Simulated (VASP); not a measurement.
# BeSi4As2 (R-3m) in VASP: notebook

BeSi4As2 is run at these levels: PBE; tasks: single point, relaxation of cell and atoms.

All numbers are computed with VASP 6.6.1; they aren't measurements. Logs are shortened: lines on timing, memory, paths and dates and some standing lists are left out, and cuts for length are marked.

## 1. The cell of the first run

Symmetry: R-3m, No. 166, trigonal system. Conventional cell: a = 4.221 Å, b = 4.221 Å, c = 23.146 Å, α = 90.00°, β = 90.00°, γ = 120.00°. Within 3.2 Å of Be (site symmetry -3m) lie 6 Si at 2.45 Å and 2 As at 2.52 Å. Within 3.1 Å of Si (site symmetry 3m) lie 4 Si at 2.34 to 2.49 Å and 3 Be at 2.45 Å. Si (site symmetry 3m) has 1 Si at 2.34 Å and 4 As at 2.44 to 2.59 Å within 3.1 Å. Within 3.4 Å of As (site symmetry 3m) lie 7 Si at 2.44 to 3.32 Å and 1 Be at 2.52 Å.

## 2. Single point, PBE

File INCAR:

```
ALGO = Normal
EDIFF = 1E-7
ENCUT = 520
GGA = PE
ISIF = 2
ISMEAR = -1
LASPH = True
LCHARG = False
LREAL = False
LWAVE = False
NBANDS = 23
NELM = 80
PREC = Accurate
SIGMA = 0.1
```

File KPOINTS:

```
k-points
0
Gamma
  6 6 6
```

File POSCAR:

```
BeSi4As2
1.0
    2.1103341513      3.6552059710     -0.0000007847
   -2.1103341513      3.6552059710     -0.0000007847
    0.0000000000     -2.4368023243      7.7154910280
Be Si As
1 4 2
Direct
    0.0000000000      0.0000000000      0.0000000000
    0.3220596098      0.3220596098     -0.0338211707
    0.6779403902      0.6779403902      1.0338211707
    0.2207887892      0.2207887892      0.6623663677
    0.7792112108      0.7792112108      0.3376336323
    0.1088279834      0.1088279834      0.3264839501
    0.8911720166      0.8911720166      0.6735160499
```

Potentials or basis: VASP PAW PBE potentials, release 64 (Be, Si, As).

Command:

```sh
$ cat potpaw_PBE.64/Be/POTCAR potpaw_PBE.64/Si/POTCAR potpaw_PBE.64/As/POTCAR > POTCAR
$ mpirun -np 1 vasp_std > vasp.out
```

OUTCAR:

```text
EDIFF = 1E-7
   ENCUT = 520
   GGA = PE
   ISIF = 2
   ISMEAR = -1
   LASPH = True
   LREAL = False
   NELM = 80
   PREC = Accurate

 ion  position               nearest neighbor table
   1  0.000  0.000  0.000-   3 2.45   3 2.45   2 2.45   2 2.45   2 2.45   3 2.45   6 2.52   7 2.52

   2  0.322  0.322  0.966-   4 2.34   1 2.45   1 2.45   1 2.45   3 2.49   3 2.49   3 2.49
   3  0.678  0.678  0.034-   5 2.34   1 2.45   1 2.45   1 2.45   2 2.49   2 2.49   2 2.49
   4  0.221  0.221  0.662-   2 2.34   7 2.44   7 2.44   7 2.44   6 2.59
   5  0.779  0.779  0.338-   3 2.34   6 2.44   6 2.44   6 2.44   7 2.59
   6  0.109  0.109  0.326-   5 2.44   5 2.44   5 2.44   1 2.52   4 2.59
   7  0.891  0.891  0.674-   4 2.44   4 2.44   4 2.44   1 2.52   5 2.59

  LATTYP: Found a trigonal (rhomboedric) cell.
 ALAT       =     8.0911561208
 COS(alpha) =     0.8639460084

  Lattice vectors:

 A1 = (  -2.1103341513,   1.2184036467,   7.7154902433)
 A2 = (   0.0000000000,  -2.4368023243,   7.7154910280)
 A3 = (   2.1103341513,   1.2184036467,   7.7154902433)

Analysis of symmetry for initial positions (statically):
=====================================================================
 Subroutine PRICEL returns:
 Original cell was already a primitive cell.

 Routine SETGRP: Setting up the symmetry group for a
 trigonal (rhombohedral) supercell.

 Subroutine GETGRP returns: Found 12 space group operations
 (whereof 12 operations were pure point group operations)
 out of a pool of 12 trial point group operations.

The static configuration has the point symmetry D_3d.

Analysis of symmetry for dynamics (positions and initial velocities):
=====================================================================
 Subroutine PRICEL returns:
 Original cell was already a primitive cell.

 Routine SETGRP: Setting up the symmetry group for a
 trigonal (rhombohedral) supercell.

 Subroutine GETGRP returns: Found 12 space group operations
 (whereof 12 operations were pure point group operations)
 out of a pool of 12 trial point group operations.

The dynamic configuration has the point symmetry D_3d.

 Subroutine INISYM returns: Found 12 space group operations
 (whereof 12 operations are pure point group operations),
 and found     1 'primitive' translations

----------------------------------------------------------------------------------------
[... 104 lines left out ...]
   LREAL  =      F    real-space projection
   EDIFFG = 0.1E-05   stopping-criterion for IOM
   NSW    =      0    number of steps for IOM
   IBRION =     -1    ionic relax: 0-MD 1-quasi-New 2-CG
   NFREE  =      0    steps in history (QN), initial steepest desc. (CG)
   ISIF   =      2    stress and relaxation
   ISYM   =      2    0-nonsym 1-usesym 2-fastsym
   POTIM  = 0.5000    time-step for ionic-motion
   TEBEG  =    0.0;   TEEND  =   0.0 temperature during run
   PSTRESS=    0.0 pullay stress
   NELECT =      28.0000    total number of electrons
   NUPDOWN=      -1.0000    fix difference up-down
   EMIN   =  10.00;   EMAX   =-10.00  energy-range for DOS
   EFERMI =   0.00;   METHOD = LEGACY
   ISMEAR =    -1;   SIGMA  =   0.10  broadening in eV -4-tet -1-fermi 0-gaus
   EFERMI_NEDOS =   21; number of points for ismear=-14 and -15
   IALGO  =     38    algorithm
   IMIX   =      4    mixing-type and parameters
     AMIX     =   0.40;   BMIX     =  1.00
     AMIX_MAG =   1.60;   BMIX_MAG =  1.00
  volume/ion in A,a.u.               =      17.00       114.75
  Fermi-wavevector in a.u.,A,eV,Ry     =   1.010591  1.909740 13.895543  1.021294
  Thomas-Fermi vector in A             =   2.143589
   LORBIT       =      0    0 simple, 1 ext, 2 COOP (PROOUT), +10 PAW based schemes
   GGA     = PE    functional components
   LHFCALC =     F    Hartree Fock is set to
   AEXX    =    0.0000 exact exchange contribution
   IVDW    =     0    specifies the selected vdW correction
   LEPSILON=     F    determine dielectric tensor
   LRPA    =     F    only Hartree local field effects (RPA)
 non-spin polarized calculation
  energy-cutoff  :      520.00
  volume of cell :      119.03
 maximum number of plane-waves:      3220
   NGX = 15   NGY = 15   NGZ = 31

 number of electron      28.0000001 magnetization

 Free energy of the ion-electron system (eV)
  ---------------------------------------------------
  ext. energy  EPLUGINS =         0.00000000
  ---------------------------------------------------
  free energy    TOTEN  =       -32.55708186 eV

  energy without entropy =      -32.46681835  energy(sigma->0) =      -32.51195010

 E-fermi :   6.8008     XC(G=0): -10.1320

 val. band max:        6.7830460609   @ k =  -0.1667   0.1667   0.0000
 cond. band min:       6.8196188168   @ k =   0.1667   0.0000   0.3333
 fundamental gap:      0.0365727559
 Fermi energy:         6.8008174117

 k-point     1 :       0.0000    0.0000    0.0000
  band No.  band energies     occupation
      1      -7.2143      2.00000
      2      -5.4682      2.00000
      3      -4.3594      2.00000
      4       1.0273      2.00000
      5       2.4186      2.00000
      6       3.0539      2.00000
[... 613 lines left out ...]
     22      11.9625      0.00000
     23      12.6227      0.00000

 [... further k-points ...]

------------------------ aborting loop because EDIFF is reached ----------------------------------------

  FORCE on cell =-STRESS in cart. coord.  units (eV):
  Direction    XX          YY          ZZ          XY          YZ          ZX
  --------------------------------------------------------------------------------------
  -------------------------------------------------------------------------------------
  Total        3.8222430      3.8222430      3.7947078     -0.0000000     -0.0000000      0.0000000
  in kB       51.4484460     51.4484460     51.0778137     -0.0000000     -0.0000001      0.0000000
  external PRESSURE =      51.3249019 kB  Pullay stress =       0.0000000 kB

 VOLUME and BASIS-vectors are now :
 -----------------------------------------------------------------------------
  energy-cutoff  :      520.00
  volume of cell :      119.03
      direct lattice vectors                 reciprocal lattice vectors
     2.110334151  3.655205971 -0.000000785     0.236929303  0.136791206  0.043203100
    -2.110334151  3.655205971 -0.000000785    -0.236929303  0.136791206  0.043203100
     0.000000000 -2.436802324  7.715491028     0.000000000  0.000000028  0.129609388

 POSITION                                       TOTAL-FORCE (eV/Angst)
 -----------------------------------------------------------------------------------
      0.00000      0.00000      0.00000         0.000000     -0.000000      0.000000
      0.00000      0.00000      7.45454        -0.000000     -0.000000     -0.007261
      0.00000      4.87361      0.26095        -0.000000      0.000000      0.007261
      0.00000      0.00000      5.11048        -0.000000      0.000000      0.011380
      0.00000      4.87361      2.60501        -0.000000     -0.000000     -0.011380
      0.00000      0.00000      2.51898        -0.000000     -0.000000     -0.008306
      0.00000      4.87361      5.19651        -0.000000      0.000000      0.008306
 -----------------------------------------------------------------------------------
    total drift:                               -0.000000     -0.000000     -0.000000

  FREE ENERGIE OF THE ION-ELECTRON SYSTEM (eV)
  ---------------------------------------------------
  free  energy   TOTEN  =       -32.5570818581 eV

  energy  without entropy=      -32.4668183483  energy(sigma->0) =      -32.51195010
```

OSZICAR:

```text
N       E                     dE             d eps       ncg     rms          rms(c)
DAV:   1     0.727422522138E+02    0.72742E+02   -0.11231E+04  1472   0.103E+03
DAV:   2    -0.273088859800E+02   -0.10005E+03   -0.94560E+02  1806   0.157E+02
DAV:   3    -0.331407663959E+02   -0.58319E+01   -0.56883E+01  2024   0.374E+01
DAV:   4    -0.332349813455E+02   -0.94215E-01   -0.94011E-01  1792   0.526E+00
DAV:   5    -0.332368121195E+02   -0.18308E-02   -0.18299E-02  1989   0.707E-01    0.748E+00
DAV:   6    -0.326821165366E+02    0.55470E+00   -0.18551E+00  1783   0.568E+00    0.443E+00
DAV:   7    -0.325792556129E+02    0.10286E+00   -0.39911E-01  1760   0.281E+00    0.233E+00
DAV:   8    -0.325581370841E+02    0.21119E-01   -0.12840E-01  1837   0.156E+00    0.342E-01
DAV:   9    -0.325569023863E+02    0.12347E-02   -0.92549E-03  1845   0.472E-01    0.222E-01
DAV:  10    -0.325569625888E+02   -0.60202E-04   -0.24056E-03  1761   0.225E-01    0.655E-02
DAV:  11    -0.325570358380E+02   -0.73249E-04   -0.22486E-04  1850   0.751E-02    0.388E-02
DAV:  12    -0.325570798047E+02   -0.43967E-04   -0.58551E-05  1682   0.352E-02    0.781E-03
DAV:  13    -0.325570810548E+02   -0.12500E-05   -0.41556E-06  1890   0.969E-03    0.377E-03
DAV:  14    -0.325570816752E+02   -0.62048E-06   -0.13697E-06  1769   0.511E-03    0.124E-03
DAV:  15    -0.325570818135E+02   -0.13824E-06   -0.10451E-07  1387   0.165E-03    0.445E-04
DAV:  16    -0.325570818581E+02   -0.44598E-07   -0.66754E-08  1275   0.124E-03
   1 F= -.32557082E+02 E0= -.32511950E+02  d E =-.902635E-01
```

Wall time 88 s (1 thread of Oxide Virtual Turin-like, shared host); peak memory 0.24 GiB.

Results:

* Free energy: -32.5571 eV
* Pressure: 5.1 GPa
* Largest force: 0.011 eV/Å
* Band gap on the k mesh: zero (bands 14 and 15 overlap by 2.45 eV)

Forces on the atoms (eV/Å):
```
Be   0.000  0.000  0.000
Si   0.000  0.000 -0.007
Si   0.000  0.000  0.007
Si   0.000  0.000  0.011
Si   0.000  0.000 -0.011
As   0.000  0.000 -0.008
As   0.000  0.000  0.008
```

Caveat: the cell stands under pressure.

## 3. Relaxation of cell and atoms, PBE, target pressure 5 GPa, at which the enthalpy is minimised

This run uses another cell than the first one, of 18.41 Å³/atom.

File INCAR:

```
SYSTEM = BeSi4As2
ALGO     = Normal         ! electronic algorithm
EDIFF    = 1E-6           ! SCF threshold, eV
EDIFFG   = -0.03          ! ionic threshold
ENCUT    = 600            ! plane-wave cutoff, eV
GGA      = PE             ! functional
IBRION   = 2              ! ionic algorithm
ISIF     = 3              ! what is computed and relaxed
ISMEAR   = -1             ! smearing method
LASPH    = .True.         ! aspherical terms in the spheres
LCHARG   = .False.        ! write CHGCAR
LREAL    = .False.        ! projectors in reciprocal space
LWAVE    = .False.        ! write WAVECAR
NELM     = 80             ! most SCF steps
NSW      = 80             ! ionic steps
PREC     = Accurate       ! precision mode
PSTRESS  = 50.0         
SIGMA    = 0.1            ! smearing width, eV
```

File KPOINTS:

```
k-points
0
Gamma
  6 6 6
  0 0 0
```

File POSCAR:

```
BeSi4As2
1.0
    2.3076310000      3.9969330000      0.0000000000
   -2.3076310000      3.9969330000      0.0000000000
    0.0000000000     -2.6646190000      6.9870350000
Be Si As
1 4 2
Direct
    0.0000000000      0.0000000000      0.0000000000
    0.3761500000      0.3761500000      0.1284500000
    0.6238500000      0.6238500000      0.8715500000
    0.2083300000      0.2083300000      0.6249900000
    0.7916700000      0.7916700000      0.3750100000
    0.0798500000      0.0798500000      0.2395500000
    0.9201500000      0.9201500000      0.7604500000
```

Potentials or basis: VASP PAW PBE potentials, release 64 (Be, Si, As).

Command:

```sh
$ cat potpaw_PBE.64/Be/POTCAR potpaw_PBE.64/Si/POTCAR potpaw_PBE.64/As/POTCAR > POTCAR
$ mpirun -np 1 vasp_std > vasp.out
```

It took 63 min on 1 thread of Oxide Virtual Turin-like, shared host; peak memory 0.35 GiB.

The run converged. Its results:

```
Free energy                                                : -32.5566 eV
Relaxed volume                                             : 17.00 Å³/atom
Relaxed cell                                               : a = 4.226 Å, b = 4.226 Å, c = 8.073 Å, α = 105.17°, β = 105.17°, γ = 60.00°
Space group after relaxing (to 0.1 Å)                      : R-3m (No. 166)
Energy change on relaxing (the run minimises the enthalpy) : -1017.1 meV/atom
Ionic steps                                                : 42
Pressure after relaxing                                    : 5.1 GPa
Largest force after relaxing                               : 0.028 eV/Å
Band gap on the k mesh                                     : zero (bands 14 and 15 overlap by 2.42 eV)
```

Forces on the atoms (eV/Å):
```
Be   0.000  0.000  0.000
Si   0.000  0.000 -0.020
Si   0.000  0.000  0.020
Si   0.000  0.000 -0.028
Si   0.000  0.000  0.028
As   0.000  0.000  0.003
As   0.000  0.000 -0.003
```

Stress tensor (GPa, compression positive):
```
5.00 0.00 0.00
0.00 5.00 0.00
0.00 0.00 5.17
```

The path:
```csv
step,energy change (eV),largest force (eV/Å),pressure (GPa),volume (Å³)
1,0.0000,11.7273,10.54,128.89
3,-4.8065,1.0788,-4.82,135.64
5,-5.1313,1.6084,6.08,115.74
7,-5.3651,1.4010,6.53,114.68
9,-5.7559,0.2495,9.06,110.72
11,-6.1355,0.4111,2.68,117.71
13,-5.7440,0.7906,10.05,113.27
15,-6.2205,0.9752,5.80,114.68
17,-6.3397,0.9464,4.71,115.03
19,-6.3769,0.5715,6.19,114.00
21,-6.7047,0.3385,5.69,114.69
23,-6.7520,0.7262,6.25,115.06
25,-6.8098,0.4409,5.22,115.92
27,-6.8795,0.4710,4.47,116.92
29,-6.9360,0.3397,5.47,116.80
31,-7.0626,0.3410,4.70,119.04
33,-7.1522,0.1847,4.03,120.65
35,-7.1104,0.1510,5.24,119.04
37,-7.1192,0.0816,5.04,119.09
39,-7.1215,0.0667,4.92,119.12
41,-7.1161,0.0219,5.11,118.93
42,-7.1194,0.0281,5.06,119.02
```

Final structure:
```
CELL_PARAMETERS angstrom
2.11304 3.65989 0.00001
-2.11304 3.65989 0.00001
0.00000 -2.43991 7.69524
ATOMIC_POSITIONS crystal
Be 0.00000 0.00000 0.00000
Si 0.32271 0.32271 0.96812
Si 0.67729 0.67729 0.03188
Si 0.22124 0.22124 0.66374
Si 0.77875 0.77875 0.33626
As 0.10897 0.10897 0.32692
As 0.89103 0.89103 0.67308
```

Levels at points of the mesh, in eV from the Fermi level:
```csv
k point,band 11,band 12,band 13,band 14,band 15,band 16,band 17,band 18
"(0.00, 0.00, 0.00)",-2.93,-2.22,-2.22,-1.42,-0.47,-0.47,0.69,0.97
"(0.50, 0.00, 0.00)",-2.58,-2.31,-2.28,-0.43,0.63,1.04,3.17,4.44
"(0.50, 0.50, 0.00)",-3.42,-2.12,-1.16,-0.99,1.39,2.06,3.77,4.61
"(0.00, 0.00, 0.50)",-1.83,-1.83,-1.09,-1.09,-0.65,-0.44,0.32,1.54
```

Caveat: the cell is relaxed towards a set pressure, so the run minimises the enthalpy, not the energy.

The gap in the log of VASP goes by the Fermi energy; the results here count the filled bands.